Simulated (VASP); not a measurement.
# SiNi in VASP: further runs

Runs on SiNi. Level: PBE. Tasks: electric field gradients.

All numbers are computed with VASP 6.6.1; they aren't measurements. Logs are shortened: lines on timing, memory, paths and dates and some standing lists are left out, and cuts for length are marked.

## 1. The cell of the first run

The typed cell holds 4 atoms: a = 3.027 Å, b = 3.274 Å, c = 4.698 Å, α = 88.85°, β = 88.85°, γ = 88.85°.

## 2. Electric field gradients, PBE, collinear spin, ferromagnetic start (equal xy, yz and zx shear strains of +2 %)

INCAR reads:

```
SYSTEM = SiNi
ALGO = Normal
EDIFF = 1E-8
ENCUT = 520
GGA = PE
GGA_COMPAT = .False.
ISIF = 2
ISMEAR = -1
ISPIN = 2
KPAR = 4
LASPH = .True.
LCHARG = .False.
LEFG = .True.
LMAXMIX = 4
LORBIT = 11
LREAL = .False.
LWAVE = .False.
MAGMOM = 0 0 1.5 1.5
NBANDS = 26
NELM = 200
PREC = Accurate
SIGMA = 0.05
```

KPOINTS reads:

```
k-points
0
Gamma
  11 10 7
  0 0 0
```

POSCAR reads:

```
SiNi
1.0
    3.0266200000      0.0302662000      0.0302662000
    0.0327350000      3.2735000000      0.0327350000
    0.0469776000      0.0469776000      4.6977600000
Si Ni
2 2
Direct
    0.5000000000      0.5000000000      0.8423000000
    0.0000000000      0.0000000000      0.1577000000
    0.5000000000      0.5000000000      0.3442200000
    0.0000000000      0.0000000000      0.6557800000
```

Potentials or basis: VASP PAW PBE potentials, release 64 (Si, Ni).

Run with:

```sh
cat potpaw_PBE.64/Si/POTCAR potpaw_PBE.64/Ni/POTCAR > POTCAR
mpirun -np 4 vasp_std > vasp.out
```

OUTCAR:

```text
SYSTEM = SiNi
   EDIFF = 1E-8
   ENCUT = 520
   GGA = PE
   ISIF = 2
   ISMEAR = -1
   ISPIN = 2
   LASPH = .True.
   LORBIT = 11
   LREAL = .False.
   NELM = 200
   PREC = Accurate

 ion  position               nearest neighbor table
   1  0.500  0.500  0.842-   3 2.34   3 2.36   4 2.37   4 2.38   4 2.39   4 2.44   2 2.66   2 2.66
                             2 2.66   2 2.73
   2  0.000  0.000  0.158-   4 2.34   4 2.36   3 2.37   3 2.38   3 2.39   3 2.44   1 2.66   1 2.66
                             1 2.66   1 2.73
   3  0.500  0.500  0.344-   1 2.34   1 2.36   2 2.37   2 2.38   2 2.39   2 2.44   4 2.65   4 2.65
                             4 2.65   4 2.72
   4  0.000  0.000  0.656-   2 2.34   2 2.36   1 2.37   1 2.38   1 2.39   1 2.44   3 2.65   3 2.65
                             3 2.65   3 2.72

  LATTYP: Found a triclinic cell.
 ALAT       =     5.6397872796
 B/A-ratio  =     0.5367086553
 C/A-ratio  =     0.5804877332
 COS(alpha) =     0.0200959808
 COS(beta)  =     0.0275266613
 COS(gamma) =     0.5534496298

  Lattice vectors:

 A1 = (   3.0735976000,   0.0772438000,   4.7280262000)
 A2 = (   3.0266200000,   0.0302662000,   0.0302662000)
 A3 = (   0.0327350000,   3.2735000000,   0.0327350000)

Analysis of symmetry for initial positions (statically):
=====================================================================
 Subroutine PRICEL returns:
 Original cell was already a primitive cell.

 Routine SETGRP: Setting up the symmetry group for a
 triclinic supercell.

 Subroutine GETGRP returns: Found  2 space group operations
 (whereof  1 operations were pure point group operations)
 out of a pool of  2 trial point group operations.

The static configuration has the point symmetry C_1 .
 The point group associated with its full space group is S_2 .

Analysis of symmetry for dynamics (positions and initial velocities):
=====================================================================
 Subroutine PRICEL returns:
 Original cell was already a primitive cell.

 Routine SETGRP: Setting up the symmetry group for a
 triclinic supercell.

 Subroutine GETGRP returns: Found  2 space group operations
 (whereof  1 operations were pure point group operations)
 out of a pool of  2 trial point group operations.

The dynamic configuration has the point symmetry C_1 .
 The point group associated with its full space group is S_2 .

Analysis of structural, dynamic, and magnetic symmetry:
=====================================================================
 Subroutine PRICEL returns:
 Original cell was already a primitive cell.

 Routine SETGRP: Setting up the symmetry group for a
 triclinic supercell.

 Subroutine GETGRP returns: Found  2 space group operations
 (whereof  1 operations were pure point group operations)
 out of a pool of  2 trial point group operations.

The overall configuration has the point symmetry C_1 .
 The point group associated with its full space group is S_2 .

 Subroutine INISYM returns: Found  2 space group operations
 (whereof  1 operations are pure point group operations),
 and found     1 'primitive' translations

----------------------------------------------------------------------------------------

                                     Primitive cell

  volume of cell :      46.5298

  direct lattice vectors                    reciprocal lattice vectors
     3.026620000  0.030266200  0.030266200     0.330467009 -0.003271951 -0.003271951
     0.032735000  3.273500000  0.032735000    -0.003025187  0.305543931 -0.003025187
     0.046977600  0.046977600  4.697760000    -0.002108016 -0.002108016  0.212909569

  length of vectors
     3.026922647  3.273827334  4.698229753     0.330499403  0.305573882  0.212930440

  position of ions in fractional coordinates (direct lattice)
     0.500000000  0.500000000  0.842300000
     0.000000000  0.000000000  0.157700000
     0.500000000  0.500000000  0.344220000
     0.000000000  0.000000000  0.655780000

  ion indices of the primitive-cell ions
   primitive index   ion index
                 1           1
                 2           2
                 3           3
[... 92 lines left out ...]
     AMIX     =   0.40;   BMIX     =  1.00
     AMIX_MAG =   1.60;   BMIX_MAG =  1.00
  volume/ion in A,a.u.               =      11.63        78.50
  Fermi-wavevector in a.u.,A,eV,Ry     =   1.382134  2.611855 25.991151  1.910296
  Thomas-Fermi vector in A             =   2.506854
   LORBIT       =     11    0 simple, 1 ext, 2 COOP (PROOUT), +10 PAW based schemes
   GGA     = PE    functional components
   LHFCALC =     F    Hartree Fock is set to
   AEXX    =    0.0000 exact exchange contribution
   IVDW    =     0    specifies the selected vdW correction
   LEPSILON=     F    determine dielectric tensor
   LRPA    =     F    only Hartree local field effects (RPA)
 spin polarized calculation
  energy-cutoff  :      520.00
  volume of cell :       46.53
 maximum number of plane-waves:      1268
   NGX = 11   NGY = 13   NGZ = 17

 number of electron      28.0000013 magnetization       0.0000593

 number of electron      28.0000013 magnetization      -0.0000106

 Free energy of the ion-electron system (eV)
  ---------------------------------------------------
  ext. energy  EPLUGINS =         0.00000000
  ---------------------------------------------------
  free energy    TOTEN  =       -23.58612480 eV

  energy without entropy =      -23.57489882  energy(sigma->0) =      -23.58051181

 E-fermi :  11.2350     XC(G=0): -12.4578

 val. band max:       11.2343781281   @ k =   0.0000   0.1000   0.2857
 cond. band min:      11.2354701384   @ k =   0.1818   0.1000   0.2857
 fundamental gap:      0.0010920103
 Fermi energy:        11.2350236221

 spin component 1

 k-point     1 :       0.0000    0.0000    0.0000
  band No.  band energies     occupation
      1      -2.5555      1.00000
      2       3.1883      1.00000
      3       4.8386      1.00000
      4       7.1504      1.00000
      5       7.7347      1.00000
      6       8.2942      1.00000
[... 685 lines left out ...]
     25      25.7347      0.00000
     26      26.1144      0.00000

 [... further k-points ...]

 spin component 2

 k-point     1 :       0.0000    0.0000    0.0000
  band No.  band energies     occupation
      1      -2.5555      1.00000
      2       3.1883      1.00000
      3       4.8386      1.00000
      4       7.1504      1.00000
      5       7.7347      1.00000
      6       8.2942      1.00000
[... 685 lines left out ...]
     25      25.7347      0.00000
     26      26.1144      0.00000

 [... further k-points ...]

------------------------ aborting loop because EDIFF is reached ----------------------------------------

  FORCE on cell =-STRESS in cart. coord.  units (eV):
  Direction    XX          YY          ZZ          XY          YZ          ZX
  --------------------------------------------------------------------------------------
  -------------------------------------------------------------------------------------
  Total        0.2777084      0.3065728      0.6262016     -0.6465764     -0.6421603     -0.6475614
  in kB        9.5624237     10.5563195     21.5622037    -22.2637745    -22.1117139    -22.2976924
  external PRESSURE =      13.8936490 kB  Pullay stress =       0.0000000 kB

 VOLUME and BASIS-vectors are now :
 -----------------------------------------------------------------------------
  energy-cutoff  :      520.00
  volume of cell :       46.53
      direct lattice vectors                 reciprocal lattice vectors
     3.026620000  0.030266200  0.030266200     0.330467009 -0.003271951 -0.003271951
     0.032735000  3.273500000  0.032735000    -0.003025187  0.305543931 -0.003025187
     0.046977600  0.046977600  4.697760000    -0.002108016 -0.002108016  0.212909569

 POSITION                                       TOTAL-FORCE (eV/Angst)
 -----------------------------------------------------------------------------------
      1.56925      1.69145      3.98842         0.005722     -0.004039      0.096609
      0.00741      0.00741      0.74084        -0.005722      0.004039     -0.096609
      1.54585      1.66805      1.64856        -0.052104     -0.023633     -0.122272
      0.03081      0.03081      3.08070         0.052104      0.023633      0.122272
 -----------------------------------------------------------------------------------
    total drift:                                0.000000      0.000000      0.000000

  FREE ENERGIE OF THE ION-ELECTRON SYSTEM (eV)
  ---------------------------------------------------
  free  energy   TOTEN  =       -23.5861248007 eV

  energy  without entropy=      -23.5748988160  energy(sigma->0) =      -23.58051181

 Electric field gradients (V/A^2)
---------------------------------------------------------------------
 ion       V_xx      V_yy      V_zz      V_xy      V_xz      V_yz
---------------------------------------------------------------------
   1      25.084     9.002   -34.086     4.807     1.611     2.098
   2      25.084     9.002   -34.086     4.807     1.611     2.098
   3       6.307     8.436   -14.743     5.498     4.339     3.893
   4       6.307     8.436   -14.743     5.498     4.339     3.893
---------------------------------------------------------------------

 Electric field gradients after diagonalization (V/A^2)
 (convention: |V_zz| > |V_xx| > |V_yy|)
----------------------------------------------------------------------
 ion       V_xx      V_yy      V_zz     asymmetry (V_yy - V_xx)/ V_zz
----------------------------------------------------------------------
   1      26.485     7.735   -34.220       0.548
   2      26.485     7.735   -34.220       0.548
   3      14.125     1.810   -15.935       0.773
   4      14.125     1.810   -15.935       0.773
----------------------------------------------------------------------

           NMR quadrupolar parameters

 Cq : quadrupolar parameter    Cq=e*Q*V_zz/h
 eta: asymmetry parameters     (V_yy - V_xx)/ V_zz
 Q  : nuclear electric quadrupole moment in mb (millibarn)
----------------------------------------------------------------------
 ion       Cq(MHz)       eta       Q (mb)
----------------------------------------------------------------------
   1      -0.083       0.548       1.000
   2      -0.083       0.548       1.000
   3      -0.039       0.773       1.000
   4      -0.039       0.773       1.000
----------------------------------------------------------------------

 total charge

# of ion       s       p       d       tot
------------------------------------------
    1        0.750   0.853   0.000   1.602
    2        0.750   0.853   0.000   1.602
    3        0.474   0.598   8.460   9.532
    4        0.474   0.598   8.460   9.532
--------------------------------------------------
tot          2.447   2.901  16.921  22.269

 magnetization (x)

# of ion       s       p       d       tot
------------------------------------------
    1        0.000   0.000   0.000   0.000
    2        0.000   0.000   0.000   0.000
    3        0.000   0.000  -0.000  -0.000
    4        0.000   0.000  -0.000  -0.000
--------------------------------------------------
tot          0.000   0.000  -0.000  -0.000
```

Wall time 2.8 min (4 MPI ranks of Intel Xeon Platinum 8124M at 3.00GHz (Skylake/Cascade Lake), shared host); peak memory 0.66 GiB.

Results:

- Free energy: -23.5861 eV
- Pressure: 1.4 GPa
- Largest force: 0.135 eV/Å
- Band gap on the k mesh: zero (filled and empty bands overlap)
- Net moment: 0.00 μB per cell
- Largest electric field gradient by atom: Si -34.2; Ni -15.9 V/Å²
- Valence electrons inside the program's atomic spheres: Si 1.60; Ni 9.53

Forces in eV/Å, atoms in the order of the input:
```
Si   0.006 -0.004  0.097
Si  -0.006  0.004 -0.097
Ni  -0.052 -0.024 -0.122
Ni   0.052  0.024  0.122
```

Stress tensor (GPa, compression positive):
```
 0.96 -2.23 -2.23
-2.23  1.06 -2.21
-2.23 -2.21  2.16
```

Levels at points of the mesh, in eV from the Fermi level:
Spin up:
```csv
k point,band 11,band 12,band 13,band 14,band 15,band 16,band 17,band 18
"(0.00, 0.00, 0.00)",-2.27,-1.92,-1.90,-1.03,0.81,2.98,5.11,5.37
"(0.00, 0.50, 0.00)",-2.19,-2.18,-2.04,-2.00,1.12,1.43,4.51,4.67
```
Spin down:
| k point | band 10 | band 11 | band 12 | band 13 | band 14 | band 15 | band 16 | band 17 | band 18 | band 19 |
| --- | --- | --- | --- | --- | --- | --- | --- | --- | --- | --- |
| (0.00, 0.00, 0.00) | -2.54 | -2.27 | -1.92 | -1.90 | -1.03 | 0.81 | 2.98 | 5.11 | 5.37 | 6.81 |
| (0.00, 0.50, 0.00) | -2.54 | -2.19 | -2.18 | -2.04 | -2.00 | 1.12 | 1.43 | 4.51 | 4.67 | 7.45 |

Electric field gradients, principal values (V/Å²):
```
atom  least  middle  greatest (by size)
1 Si  7.735  26.485             -34.220
2 Si  7.735  26.485             -34.220
3 Ni  1.810  14.125             -15.935
4 Ni  1.810  14.125             -15.935
```

Caveat: the cell differs from its parent crystal (equal xy, yz and zx shear strains of +2 %); the moments typed at the start vanished in this run; without QUAD_EFG the Cq values of the log hold for a quadrupole moment of 1 mb, not for the nuclei.

## 3. Electric field gradients, PBE, collinear spin, ferromagnetic start

INCAR reads:

```
ALGO = Normal
EDIFF = 1E-8
ENCUT = 520
GGA = PE
ISIF = 2
ISMEAR = -1
ISPIN = 2
LASPH = True
LCHARG = False
LEFG = True
LMAXMIX = 4
LORBIT = 11
LREAL = False
LWAVE = False
MAGMOM = 0 0 1.5 1.5
NBANDS = 26
NELM = 150
PREC = Accurate
SIGMA = 0.05
```

KPOINTS reads:

```
k-points
0
Gamma
  11 10 7
```

POSCAR reads:

```
SiNi
1.0
    3.0266200000      0.0000000000      0.0000000000
    0.0000000000      3.2735000000      0.0000000000
    0.0000000000      0.0000000000      4.6977600000
Si Ni
2 2
Direct
    0.5000000000      0.5000000000      0.8423000000
    0.0000000000      0.0000000000      0.1577000000
    0.5000000000      0.5000000000      0.3442200000
    0.0000000000      0.0000000000      0.6557800000
```

Potentials or basis: VASP PAW PBE potentials, release 64 (Si, Ni).

Run with:

```sh
cat potpaw_PBE.64/Si/POTCAR potpaw_PBE.64/Ni/POTCAR > POTCAR
mpirun -np 1 vasp_std > vasp.out
```

OUTCAR:

```text
EDIFF = 1E-8
   ENCUT = 520
   GGA = PE
   ISIF = 2
   ISMEAR = -1
   ISPIN = 2
   LASPH = True
   LORBIT = 11
   LREAL = False
   NELM = 150
   PREC = Accurate

 ion  position               nearest neighbor table
   1  0.500  0.500  0.842-   3 2.34   3 2.36   4 2.40   4 2.40   4 2.40   4 2.40   2 2.68   2 2.68
                             2 2.68   2 2.68
   2  0.000  0.000  0.158-   4 2.34   4 2.36   3 2.40   3 2.40   3 2.40   3 2.40   1 2.68   1 2.68
                             1 2.68   1 2.68
   3  0.500  0.500  0.344-   1 2.34   1 2.36   2 2.40   2 2.40   2 2.40   2 2.40   4 2.67   4 2.67
                             4 2.67   4 2.67
   4  0.000  0.000  0.656-   2 2.34   2 2.36   1 2.40   1 2.40   1 2.40   1 2.40   3 2.67   3 2.67
                             3 2.67   3 2.67

[... 1664 lines left out ...]
   1      25.072     9.098   -34.169       0.467
   2      25.072     9.098   -34.169       0.467
   3       8.638     6.178   -14.816       0.166
   4       8.638     6.178   -14.816       0.166
----------------------------------------------------------------------

           NMR quadrupolar parameters

 Cq : quadrupolar parameter    Cq=e*Q*V_zz/h
 eta: asymmetry parameters     (V_yy - V_xx)/ V_zz
 Q  : nuclear electric quadrupole moment in mb (millibarn)
----------------------------------------------------------------------
 ion       Cq(MHz)       eta       Q (mb)
----------------------------------------------------------------------
   1      -0.083       0.467       1.000
   2      -0.083       0.467       1.000
   3      -0.036       0.166       1.000
   4      -0.036       0.166       1.000
----------------------------------------------------------------------

 total charge

# of ion       s       p       d       tot
------------------------------------------
    1        0.750   0.852   0.000   1.602
    2        0.750   0.852   0.000   1.602
    3        0.473   0.598   8.460   9.531
    4        0.473   0.598   8.460   9.531
--------------------------------------------------
tot          2.445   2.900  16.919  22.264

 magnetization (x)

# of ion       s       p       d       tot
------------------------------------------
    1       -0.000  -0.000   0.000  -0.000
    2       -0.000  -0.000   0.000  -0.000
    3       -0.000  -0.000  -0.000  -0.000
    4       -0.000  -0.000  -0.000  -0.000
--------------------------------------------------
tot         -0.000  -0.000  -0.000  -0.000
```

OSZICAR:

```text
N       E                     dE             d eps       ncg     rms          rms(c)
DAV:   1     0.146925030800E+03    0.14693E+03   -0.11652E+04 15016   0.124E+03
DAV:   2    -0.167922450245E+02   -0.16372E+03   -0.15125E+03 15170   0.260E+02
DAV:   3    -0.262340732895E+02   -0.94418E+01   -0.90987E+01 17704   0.704E+01
DAV:   4    -0.264279582200E+02   -0.19388E+00   -0.19333E+00 17844   0.910E+00
DAV:   5    -0.264330505789E+02   -0.50924E-02   -0.50914E-02 18142   0.157E+00    0.219E+01
DAV:   6    -0.320804889782E+02   -0.56474E+01   -0.43140E+01 18024   0.121E+02    0.269E+01
DAV:   7    -0.236421348748E+02    0.84384E+01   -0.17932E+01 18078   0.777E+01    0.357E+00
DAV:   8    -0.236429484966E+02   -0.81362E-03   -0.10982E+00 22148   0.104E+01    0.233E+00
DAV:   9    -0.236070953594E+02    0.35853E-01   -0.13470E-01 20730   0.489E+00    0.581E-01
DAV:  10    -0.236063782218E+02    0.71714E-03   -0.45971E-03 21908   0.723E-01    0.319E-01
DAV:  11    -0.236061116975E+02    0.26652E-03   -0.45922E-04 22410   0.202E-01    0.197E-01
DAV:  12    -0.236059870163E+02    0.12468E-03   -0.24762E-04 21230   0.247E-01    0.502E-02
DAV:  13    -0.236059826772E+02    0.43391E-05   -0.24125E-05 21858   0.560E-02    0.229E-02
DAV:  14    -0.236059802486E+02    0.24285E-05   -0.21825E-06 23374   0.174E-02    0.941E-03
DAV:  15    -0.236059791381E+02    0.11105E-05   -0.83887E-07 23008   0.104E-02    0.231E-03
DAV:  16    -0.236059789716E+02    0.16646E-06   -0.12061E-07 20480   0.299E-03    0.837E-04
DAV:  17    -0.236059789593E+02    0.12307E-07   -0.57100E-09  8782   0.770E-04    0.326E-04
DAV:  18    -0.236059789667E+02   -0.73833E-08   -0.12739E-09  8148   0.297E-04
   1 F= -.23605979E+02 E0= -.23600304E+02  d E =-.113497E-01  mag=    -0.0000
```

stdout:

```text
POSCAR found type information on POSCAR SiNi
 POSCAR found :  2 types and       4 ions
 scaLAPACK will be used
 LDA part: xc-table for (Slater+PW92), standard interpolation
 POSCAR, INCAR and KPOINTS ok, starting setup
 FFT: planning ... GRIDC
 FFT: planning ... GRID_SOFT
 FFT: planning ... GRID
 WAVECAR not read
 entering main loop
ion   1

ion   2

ion   3

ion   4
```

Wall time 4.9 min (1 thread of Intel Xeon Platinum 8259CL at 2.50GHz (Skylake/Cascade Lake), shared host); peak memory 0.35 GiB.

What came out:

* Free energy: -23.6060 eV
* Pressure: 1.2 GPa
* Largest force: 0.123 eV/Å
* Band gap on the k mesh: zero (filled and empty bands overlap)
* Net moment: 0.00 μB per cell
* Largest electric field gradient by atom: Si -34.2; Ni -14.8 V/Å²
* Valence electrons inside the program's atomic spheres: Si 1.60; Ni 9.53

Forces on the atoms (eV/Å):
```
Si   0.000  0.000  0.097
Si   0.000  0.000 -0.097
Ni   0.000  0.000 -0.123
Ni   0.000  0.000  0.123
```

Electric field gradients, principal values (V/Å²):
```csv
atom,least,middle,greatest (by size)
1 Si,9.098,25.072,-34.169
2 Si,9.098,25.072,-34.169
3 Ni,6.178,8.638,-14.816
4 Ni,6.178,8.638,-14.816
```

Caveat: the moments typed at the start vanished in this run; without QUAD_EFG the Cq values of the log hold for a quadrupole moment of 1 mb, not for the nuclei.

[end of part 1 of 2]
